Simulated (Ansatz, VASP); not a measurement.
# CdW2: VASP beside Ansatz

```
Cd W
1.0
     2.82844    0.00000    0.00000
    -1.41422    2.44950    0.00000
     0.00000    0.00000    7.54080
Cd W
1 2
Direct
  0.00000 0.00000 0.00000
  0.33333 0.66667 0.34200
  0.66667 0.33333 0.65800
```

Alike in both runs: functional PBE; k mesh 6 × 6 × 4; occupations gaussian, width 0.1 eV; no spin polarisation.

Ansatz relaxed the structure, and its values are those at the end. VASP's run is a single point on that final structure, the one shown.

|  | VASP | Ansatz |
| --- | --- | --- |
| version | VASP 6.6.1 | Ansatz 0.2.0 |
| potentials or method | VASP PAW PBE potentials, release 64 (Cd, W_sv), cutoff 500 eV | scalar-relativistic, plane waves, PAW |
| valence electrons in the cell | 40 | 48 |

Ansatz gave:

* gap on the k mesh at the Fermi level (eV): none
* pressure (GPa): 0.0
* rms of the force components (eV/Å): 0.011

**Question.** What did VASP give for the same quantities?

**Answer.** gap on the k mesh at the Fermi level (eV): none; pressure (GPa): 0.6; rms of the force components (eV/Å): 0.004.

A gap of «none» marks a metal or a gap that the smearing closes. VASP's potentials hold 40 valence electrons a cell and Ansatz's 48, so a difference there can come from the potentials and not from the codes.

The k mesh is coarse, so the values compare programs but aren't converged. Neither program's run includes spin-orbit coupling.
